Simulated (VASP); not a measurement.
# Ta6HN6 (a cell with a defect) in VASP: a series of runs, part 2 of 2

VASP 6.6.1.

**3. Single point, PBE**

The input, INCAR:

```
SYSTEM = Ta6HN6
PREC = Accurate
ENCUT = 520
EDIFF = 1E-6
ISMEAR = 0
SIGMA = 0.1
LREAL = .False.
LASPH = .True.
NELM = 80
ALGO = Normal
ISIF = 2
LWAVE = .False.
LCHARG = .False.
GGA = PE
NBANDS = 60
```

The input, KPOINTS:

```
Automatic mesh
0
Gamma
  5 5 4
  0 0 0.5
```

The input, POSCAR:

```
Ta6HN6
1.0
    2.6129454195     -4.5257542241      0.0000000000
   -5.2258908391      0.0000000000      0.0000000000
    0.0000000000      0.0000000000     -5.8452938781
Ta N H
6 6 1
Direct
    0.3340572812      0.6674861970      0.2480171446
    0.3401865414      0.6625502853      0.7480173473
    0.6665776235      0.3325268666      0.2480171298
    0.6776428031      0.3374627746      0.7480173333
    0.9964325871      1.0000065323      0.4923561535
    0.9964329684      1.0000065171      0.0036765038
    1.0005247658      0.6060293318      0.4970511480
    1.0005244243      0.6060291610     -0.0010167906
    0.3945019562      0.3939837255      0.4970511797
    0.3945017719      0.3939838695     -0.0010167914
    0.6071952975      0.0000065224      0.4978950467
    0.6071959440      0.0000065178     -0.0018611949
    0.2341602295      0.0000065543      0.7480146598
```

Potentials or basis: VASP PAW PBE potentials, release 64 (Ta_pv, N, H).

Launch:

```
$ cat potpaw_PBE.64/Ta_pv/POTCAR potpaw_PBE.64/N/POTCAR potpaw_PBE.64/H/POTCAR > POTCAR
$ mpirun -np 1 vasp_std > vasp.out
```

OUTCAR:

```text
SYSTEM = Ta6HN6
   PREC = Accurate
   ENCUT = 520
   EDIFF = 1E-6
   ISMEAR = 0
   LREAL = .False.
   LASPH = .True.
   NELM = 80
   ISIF = 2
   GGA = PE

 ion  position               nearest neighbor table
   1  0.334  0.667  0.248-   7 2.17   8 2.17  11 2.17  12 2.17  10 2.17   9 2.17   2 2.92   2 2.92
                             3 3.01   3 3.02   3 3.02   5 3.32   6 3.32   5 3.34   6 3.34   5 3.35
   2  0.340  0.663  0.748-  13 2.10  10 2.14   9 2.14  12 2.18  11 2.18   8 2.21   7 2.21   1 2.92
                             1 2.92   4 3.00   4 3.00   4 3.05   6 3.33   5 3.33   6 3.35   5 3.35
   3  0.667  0.333  0.248-   9 2.17  10 2.17  11 2.17  12 2.17   8 2.17   7 2.17   4 2.92   4 2.92
                             1 3.01   1 3.02   1 3.02   5 3.32   6 3.32   5 3.34   6 3.34   5 3.35
   4  0.678  0.337  0.748-  13 2.10   8 2.14   7 2.14  12 2.18  11 2.18  10 2.21   9 2.21   3 2.92
                             3 2.92   2 3.00   2 3.00   2 3.05   6 3.33   5 3.33   6 3.35   5 3.35
   5  0.996  0.000  0.492-  13 1.94  11 2.03   9 2.07   7 2.07   6 2.86   6 2.99   1 3.32   3 3.32
                             4 3.33   2 3.33   1 3.34   3 3.34   4 3.35   2 3.35   1 3.35   3 3.35
   6  0.996  0.000  0.004-  13 1.94  12 2.03  10 2.07   8 2.07   5 2.86   5 2.99   3 3.32   1 3.32
                             2 3.33   4 3.33   3 3.34   1 3.34   4 3.35   2 3.35   1 3.35   3 3.35
   7  0.001  0.606  0.497-   5 2.07   4 2.14   1 2.17   3 2.17   2 2.21
   8  0.001  0.606  0.999-   6 2.07   4 2.14   1 2.17   3 2.17   2 2.21
   9  0.395  0.394  0.497-   5 2.07   2 2.14   3 2.17   1 2.17   4 2.21
  10  0.395  0.394  0.999-   6 2.07   2 2.14   3 2.17   1 2.17   4 2.21
  11  0.607  0.000  0.498-   5 2.03   1 2.17   3 2.17   4 2.18   2 2.18
  12  0.607  0.000  0.998-   6 2.03   1 2.17   3 2.17   2 2.18   4 2.18
  13  0.234  0.000  0.748-   5 1.94   6 1.94   4 2.10   2 2.10

  LATTYP: Found a hexagonal cell.
 ALAT       =     5.2258908391
 C/A-ratio  =     1.1185258280

  Lattice vectors:

 A1 = (   2.6129454195,  -4.5257542241,   0.0000000000)
 A2 = (  -5.2258908391,   0.0000000000,   0.0000000000)
 A3 = (   0.0000000000,   0.0000000000,  -5.8452938781)

Analysis of symmetry for initial positions (statically):
[... 182 lines left out ...]
 Free energy of the ion-electron system (eV)
  ---------------------------------------------------
  ext. energy  EPLUGINS =         0.00000000
  ---------------------------------------------------
  free energy    TOTEN  =      -137.44354268 eV

  energy without entropy =     -137.42918900  energy(sigma->0) =     -137.43636584

 E-fermi :   8.6335     XC(G=0): -12.9951

 val. band max:        8.6113016662   @ k =   0.0000   0.4000   0.3750
 cond. band min:       8.6356130826   @ k =   0.2000   0.2000   0.3750
 fundamental gap:      0.0243114164
 Fermi energy:         8.6334744344

 k-point     1 :       0.0000    0.0000    0.1250
  band No.  band energies     occupation
      1     -28.2088      2.00000
      2     -28.0329      2.00000
      3     -28.0218      2.00000
      4     -28.0068      2.00000
      5     -27.7959      2.00000
      6     -27.7814      2.00000
[... 1123 lines left out ...]
     59      11.2102      0.00000
     60      11.4092      0.00000

------------------------ aborting loop because EDIFF is reached ----------------------------------------

  FORCE on cell =-STRESS in cart. coord.  units (eV):
  Direction    XX          YY          ZZ          XY          YZ          ZX
  --------------------------------------------------------------------------------------
  -------------------------------------------------------------------------------------
  Total        3.9264649      4.7099466      3.9930332     -0.6785150      0.0000000      0.0000000
  in kB       45.5045320     54.5844468     46.2760043     -7.8634369      0.0000000      0.0000000
  external PRESSURE =      48.7883277 kB  Pullay stress =       0.0000000 kB

 VOLUME and BASIS-vectors are now :
 -----------------------------------------------------------------------------
  energy-cutoff  :      520.00
  volume of cell :      138.25
      direct lattice vectors                 reciprocal lattice vectors
     2.612945419 -4.525754224  0.000000000     0.000000000 -0.220957646  0.000000000
    -5.225890839  0.000000000  0.000000000    -0.191354935 -0.110478823  0.000000000
     0.000000000  0.000000000 -5.845293878     0.000000000  0.000000000 -0.171077797

 POSITION                                       TOTAL-FORCE (eV/Angst)
 -----------------------------------------------------------------------------------
     -2.61534     -1.51186     -1.44973        -0.001145     -0.000581      0.000000
     -2.57353     -1.53960     -4.37238         0.001358     -0.001865      0.000000
      0.00398     -3.01677     -1.44973         0.001076      0.000701      0.000000
      0.00710     -3.06684     -4.37238         0.000936     -0.002109      0.000000
      2.60359     -4.50961     -2.87797        -0.000159      0.000275      0.010997
      2.60359     -4.50961     -0.02149        -0.000159      0.000275     -0.010997
     -3.16567     -0.00237     -2.90541         0.003262     -0.000290      0.001547
     -3.16567     -0.00237     -5.83935         0.003262     -0.000290     -0.001547
     -1.02810     -1.78542     -2.90541        -0.001380     -0.002970      0.001547
     -1.02811     -1.78542     -5.83935        -0.001380     -0.002970     -0.001547
      1.58653     -2.74802     -2.91034        -0.003838      0.006648     -0.000208
      1.58654     -2.74802     -5.83441        -0.003838      0.006648      0.000208
      0.61181     -1.05975     -4.37237         0.002003     -0.003469      0.000000
 -----------------------------------------------------------------------------------
    total drift:                               -0.000662     -0.000294      0.066208

  FREE ENERGIE OF THE ION-ELECTRON SYSTEM (eV)
  ---------------------------------------------------
  free  energy   TOTEN  =      -137.4435426836 eV

  energy  without entropy=     -137.4291890012  energy(sigma->0) =     -137.43636584
```

OSZICAR:

```text
N       E                     dE             d eps       ncg     rms          rms(c)
DAV:   1     0.991309613146E+03    0.99131E+03   -0.52166E+04  2160   0.169E+03
DAV:   2    -0.714752136678E+02   -0.10628E+04   -0.10216E+04  2396   0.506E+02
DAV:   3    -0.154992211489E+03   -0.83517E+02   -0.81971E+02  2572   0.132E+02
DAV:   4    -0.157402533186E+03   -0.24103E+01   -0.23819E+01  2624   0.214E+01
DAV:   5    -0.157473846838E+03   -0.71314E-01   -0.71087E-01  2696   0.301E+00    0.612E+01
DAV:   6    -0.137993987493E+03    0.19480E+02   -0.11790E+02  2704   0.420E+01    0.262E+01
DAV:   7    -0.137564853902E+03    0.42913E+00   -0.57226E+00  2584   0.976E+00    0.142E+01
DAV:   8    -0.137477471059E+03    0.87383E-01   -0.84664E-01  2568   0.425E+00    0.134E+00
DAV:   9    -0.137445068614E+03    0.32402E-01   -0.12463E-01  2704   0.190E+00    0.540E-01
DAV:  10    -0.137444134622E+03    0.93399E-03   -0.35781E-02  2696   0.694E-01    0.269E-01
DAV:  11    -0.137443555993E+03    0.57863E-03   -0.76622E-03  2704   0.381E-01    0.663E-02
DAV:  12    -0.137443543517E+03    0.12476E-04   -0.39231E-04  2600   0.101E-01    0.269E-02
DAV:  13    -0.137443545207E+03   -0.16903E-05   -0.69702E-05  2800   0.356E-02    0.157E-02
DAV:  14    -0.137443542948E+03    0.22590E-05   -0.17646E-05  2384   0.167E-02    0.291E-03
DAV:  15    -0.137443542684E+03    0.26450E-06   -0.97532E-07  1600   0.541E-03
   1 F= -.13744354E+03 E0= -.13743637E+03  d E =-.143537E-01
```

Run time: 2.3 min. Hardware: 1 thread of Intel Xeon 6975P-C (Granite Rapids), shared host; peak memory 0.32 GiB.

What came out:

| Property | Result |
| --- | --- |
| Free energy | -137.4435 eV |
| Pressure | 4.9 GPa |
| Largest force | 0.011 eV/Å |

Forces in eV/Å, atoms in the order of the input:
```
Ta  -0.001 -0.001  0.000
Ta   0.001 -0.002  0.000
Ta   0.001  0.001  0.000
Ta   0.001 -0.002  0.000
Ta   0.000  0.000  0.011
Ta   0.000  0.000 -0.011
N    0.003  0.000  0.002
N    0.003  0.000 -0.002
N   -0.001 -0.003  0.002
N   -0.001 -0.003 -0.002
N   -0.004  0.007  0.000
N   -0.004  0.007  0.000
H    0.002 -0.003  0.000
```

Levels at points of the mesh, in eV from the Fermi level:
```
           k point  band 46  band 47  band 48  band 49  band 50  band 51
(0.00, 0.00, 0.12)    -2.19    -1.93    -1.45     0.38     0.41     0.47
```

Caveat: spin-orbit coupling is left out, which moves the levels of the heavy elements.

**4. Single point, PBE**

The input, INCAR:

```
SYSTEM = Ta6HN6
PREC = Accurate
ENCUT = 520
EDIFF = 1E-6
ISMEAR = 0
SIGMA = 0.1
LREAL = .FALSE.
LASPH = .TRUE.
NELM = 100
ALGO = Normal
ISIF = 2
LWAVE = .FALSE.
LCHARG = .FALSE.
GGA = PE
NBANDS = 60
```

KPOINTS is that of step 3.

The input, POSCAR:

```
Ta6HN6
1.0
    2.6129454195     -4.5257542241      0.0000000000
   -5.2258908391      0.0000000000      0.0000000000
    0.0000000000      0.0000000000     -5.8452938781
Ta N H
6 6 1
Direct
    0.3335326943      0.6674796380      0.2499999197
    0.3396618384      0.6625436603      0.7500001012
    0.6660529606      0.3325203465      0.2499999197
    0.6771182986      0.3374563708      0.7500001012
    0.9959080358      1.0000000959      0.4943388750
    0.9959084778      1.0000001255      0.0056592535
    1.0000001714      0.6060227749      0.4990339341
    0.9999997295      0.6060225539      0.0009659052
    0.3939774260      0.3939773283      0.4990339341
    0.3939772051      0.3939774092      0.0009659052
    0.6066705932      0.0000000283      0.4998778609
    0.6066712561     -0.0000000230      0.0001216363
    0.2336355329     -0.0000000200      0.7499973639
```

Launch:

```
$ cat potpaw_PBE.64/Ta_pv/POTCAR potpaw_PBE.64/N/POTCAR potpaw_PBE.64/H/POTCAR > POTCAR
$ mpirun -np 1 vasp_std > vasp.out
```

It took 2 min on 1 thread of Intel Xeon 6975P-C (Granite Rapids), shared host; peak memory 0.32 GiB.

It converged, with:

```yaml
Free_energy: -137.4435 eV
Pressure: 4.9 GPa
Largest_force: 0.011 eV/Å
```

Forces in eV/Å, atoms in the order of the input:
```
Ta  -0.001 -0.001  0.000
Ta   0.001 -0.002  0.000
Ta   0.001  0.001  0.000
Ta   0.001 -0.002  0.000
Ta   0.000  0.000  0.011
Ta   0.000  0.000 -0.011
N    0.003  0.000  0.002
N    0.003  0.000 -0.002
N   -0.001 -0.003  0.002
N   -0.001 -0.003 -0.002
N   -0.004  0.007  0.000
N   -0.004  0.007  0.000
H    0.002 -0.003  0.000
```

Stress tensor (GPa, compression positive):
```
 4.55 -0.79  0.00
-0.79  5.46  0.00
 0.00  0.00  4.63
```

Levels at points of the mesh, in eV from the Fermi level:
| k point | band 44 | band 45 | band 46 | band 47 | band 48 | band 49 | band 50 | band 51 | band 52 | band 53 |
| --- | --- | --- | --- | --- | --- | --- | --- | --- | --- | --- |
| (0.00, 0.00, 0.12) | -3.47 | -3.14 | -2.19 | -1.93 | -1.45 | 0.38 | 0.41 | 0.47 | 1.27 | 1.37 |

Caveat: spin-orbit coupling is left out, which moves the levels of the heavy elements.

**5. Single point, PBE**

INCAR: that of step 4 with these lines changed.

```diff
@@ -8,3 +8,3 @@
 LASPH = .TRUE.
-NELM = 100
+NELM = 80
 ALGO = Normal
```

KPOINTS is that of step 4.

The input, POSCAR:

```
Ta6HN6
1.0
    2.6129454195     -4.5257542241      0.0000000000
   -5.2258908391      0.0000000000      0.0000000000
    0.0000000000      0.0000000000     -5.8452938781
Ta N H
6 6 1
Direct
    0.3339469899      0.6664672808      0.2499999197
    0.3228818729      0.6603380777      0.7500001012
    0.6664672562      0.3339469993      0.2499999197
    0.6603381121      0.3228818774      0.7500001012
    1.0040920861      1.0040921211      0.4943388750
    1.0040916442      1.0040917088      0.0056592535
    0.9999999505      0.6060226644      0.4990339341
    1.0000001714      0.6060227749      0.0009659052
    0.3933293572      0.3933293300      0.4998778609
    0.3933286944      0.3933286158      0.0001216363
    0.6060227454     -0.0000001231      0.4990339341
    0.6060227454      0.0000000683      0.0009659052
   -0.2336355329     -0.2336355529      0.7499973639
```

Potentials or basis: VASP PAW PBE potentials, release 64 (Ta_pv, N, H).

Launch:

```
$ cat potpaw_PBE.64/Ta_pv/POTCAR potpaw_PBE.64/N/POTCAR potpaw_PBE.64/H/POTCAR > POTCAR
$ mpirun -np 1 vasp_std > vasp.out
```

OUTCAR:

```text
SYSTEM = Ta6HN6
   PREC = Accurate
   ENCUT = 520
   EDIFF = 1E-6
   ISMEAR = 0
   LREAL = .FALSE.
   LASPH = .TRUE.
   NELM = 80
   ISIF = 2
   GGA = PE

 ion  position               nearest neighbor table
   1  0.334  0.666  0.250-  11 2.17  12 2.17   9 2.17  10 2.17   8 2.17   7 2.17   2 2.92   2 2.92
                             3 3.01   3 3.02   3 3.02   5 3.32   6 3.32   5 3.34   6 3.34   5 3.35
   2  0.323  0.660  0.750-  13 2.10   8 2.14   7 2.14  10 2.18   9 2.18  12 2.21  11 2.21   1 2.92
                             1 2.92   4 3.00   4 3.00   4 3.05   6 3.33   5 3.33   6 3.35   5 3.35
   3  0.666  0.334  0.250-   7 2.17   8 2.17   9 2.17  10 2.17  12 2.17  11 2.17   4 2.92   4 2.92
                             1 3.01   1 3.02   1 3.02   5 3.32   6 3.32   5 3.34   6 3.34   5 3.35
   4  0.660  0.323  0.750-  13 2.10  12 2.14  11 2.14  10 2.18   9 2.18   8 2.21   7 2.21   3 2.92
                             3 2.92   2 3.00   2 3.00   2 3.05   6 3.33   5 3.33   6 3.35   5 3.35
   5  0.004  0.004  0.494-  13 1.94   9 2.03  11 2.07   7 2.07   6 2.86   6 2.99   1 3.32   3 3.32
                             2 3.33   4 3.33   3 3.34   1 3.34   4 3.35   2 3.35   1 3.35   3 3.35
   6  0.004  0.004  0.006-  13 1.94  10 2.03  12 2.07   8 2.07   5 2.86   5 2.99   1 3.32   3 3.32
                             2 3.33   4 3.33   3 3.34   1 3.34   4 3.35   2 3.35   1 3.35   3 3.35
   7  1.000  0.606  0.499-   5 2.07   2 2.14   3 2.17   1 2.17   4 2.21
   8  0.000  0.606  0.001-   6 2.07   2 2.14   3 2.17   1 2.17   4 2.21
   9  0.393  0.393  0.500-   5 2.03   3 2.17   1 2.17   4 2.18   2 2.18
  10  0.393  0.393  0.000-   6 2.03   3 2.17   1 2.17   4 2.18   2 2.18
  11  0.606  1.000  0.499-   5 2.07   4 2.14   1 2.17   3 2.17   2 2.21
  12  0.606  0.000  0.001-   6 2.07   4 2.14   1 2.17   3 2.17   2 2.21
  13  0.766  0.766  0.750-   5 1.94   6 1.94   4 2.10   2 2.10

  LATTYP: Found a hexagonal cell.
 ALAT       =     5.2258908391
 C/A-ratio  =     1.1185258280

  Lattice vectors:

 A1 = (   2.6129454195,  -4.5257542241,   0.0000000000)
 A2 = (  -5.2258908391,   0.0000000000,   0.0000000000)
 A3 = (   0.0000000000,   0.0000000000,  -5.8452938781)

Analysis of symmetry for initial positions (statically):
[... 182 lines left out ...]
 Free energy of the ion-electron system (eV)
  ---------------------------------------------------
  ext. energy  EPLUGINS =         0.00000000
  ---------------------------------------------------
  free energy    TOTEN  =      -137.44354006 eV

  energy without entropy =     -137.42918634  energy(sigma->0) =     -137.43636320

 E-fermi :   8.6335     XC(G=0): -12.9951

 val. band max:        8.6112980970   @ k =  -0.4000   0.4000   0.3750
 cond. band min:       8.6356131302   @ k =  -0.2000   0.4000   0.3750
 fundamental gap:      0.0243150332
 Fermi energy:         8.6334709617

 k-point     1 :       0.0000    0.0000    0.1250
  band No.  band energies     occupation
      1     -28.2089      2.00000
      2     -28.0329      2.00000
      3     -28.0218      2.00000
      4     -28.0068      2.00000
      5     -27.7959      2.00000
      6     -27.7814      2.00000
[... 1123 lines left out ...]
     59      11.2093      0.00000
     60      11.4002      0.00000

------------------------ aborting loop because EDIFF is reached ----------------------------------------

  FORCE on cell =-STRESS in cart. coord.  units (eV):
  Direction    XX          YY          ZZ          XY          YZ          ZX
  --------------------------------------------------------------------------------------
  -------------------------------------------------------------------------------------
  Total        3.9271584      4.7106306      3.9939842      0.6785068      0.0000000     -0.0000000
  in kB       45.5125693     54.5923745     46.2870262      7.8633420      0.0000000     -0.0000000
  external PRESSURE =      48.7973233 kB  Pullay stress =       0.0000000 kB

 VOLUME and BASIS-vectors are now :
 -----------------------------------------------------------------------------
  energy-cutoff  :      520.00
  volume of cell :      138.25
      direct lattice vectors                 reciprocal lattice vectors
     2.612945419 -4.525754224  0.000000000     0.000000000 -0.220957646  0.000000000
    -5.225890839  0.000000000  0.000000000    -0.191354935 -0.110478823  0.000000000
     0.000000000  0.000000000 -5.845293878     0.000000000  0.000000000 -0.171077797

 POSITION                                       TOTAL-FORCE (eV/Angst)
 -----------------------------------------------------------------------------------
     -2.61030     -1.51136     -1.46132         0.001065     -0.000702     -0.000000
     -2.60718     -1.46128     -4.38397         0.000919      0.002119     -0.000000
     -0.00373     -3.01627     -1.46132        -0.001140      0.000571     -0.000000
      0.03808     -2.98853     -4.38397         0.001376      0.001855     -0.000000
     -0.01069     -0.01852     -2.88956        -0.000159     -0.000276      0.011030
     -0.01069     -0.01852     -0.03308        -0.000159     -0.000276     -0.011030
     -0.55406     -4.52575     -2.91700         0.003261      0.000296      0.001580
     -3.16701     -0.00000     -0.00565         0.003261      0.000296     -0.001580
     -1.02775     -1.78011     -2.92193        -0.003839     -0.006650     -0.000187
     -1.02775     -1.78011     -0.00071        -0.003839     -0.006650      0.000187
     -3.64239     -2.74271     -2.91700        -0.001374      0.002972      0.001580
      1.58350     -2.74271     -0.00565        -0.001374      0.002972     -0.001580
     -2.00247     -3.46838     -4.38395         0.002005      0.003472     -0.000000
 -----------------------------------------------------------------------------------
    total drift:                               -0.000780      0.000246      0.067908

  FREE ENERGIE OF THE ION-ELECTRON SYSTEM (eV)
  ---------------------------------------------------
  free  energy   TOTEN  =      -137.4435400640 eV

  energy  without entropy=     -137.4291863399  energy(sigma->0) =     -137.43636320
```

Run time: 2.6 min. Hardware: 1 thread of AMD EPYC 9R45 (Zen 5), shared host; peak memory 0.28 GiB.

Results:

```
Free energy   : -137.4435 eV
Pressure      : 4.9 GPa
Largest force : 0.011 eV/Å
```

Forces on the atoms (eV/Å):
```
Ta   0.001 -0.001  0.000
Ta   0.001  0.002  0.000
Ta  -0.001  0.001  0.000
Ta   0.001  0.002  0.000
Ta   0.000  0.000  0.011
Ta   0.000  0.000 -0.011
N    0.003  0.000  0.002
N    0.003  0.000 -0.002
N   -0.004 -0.007  0.000
N   -0.004 -0.007  0.000
N   -0.001  0.003  0.002
N   -0.001  0.003 -0.002
H    0.002  0.003  0.000
```

Levels at points of the mesh, in eV from the Fermi level:
| k point | band 44 | band 45 | band 46 | band 47 | band 48 | band 49 | band 50 | band 51 | band 52 | band 53 |
| --- | --- | --- | --- | --- | --- | --- | --- | --- | --- | --- |
| (0.00, 0.00, 0.12) | -3.47 | -3.14 | -2.19 | -1.93 | -1.45 | 0.38 | 0.41 | 0.47 | 1.27 | 1.37 |

Caveat: spin-orbit coupling is left out, which moves the levels of the heavy elements.
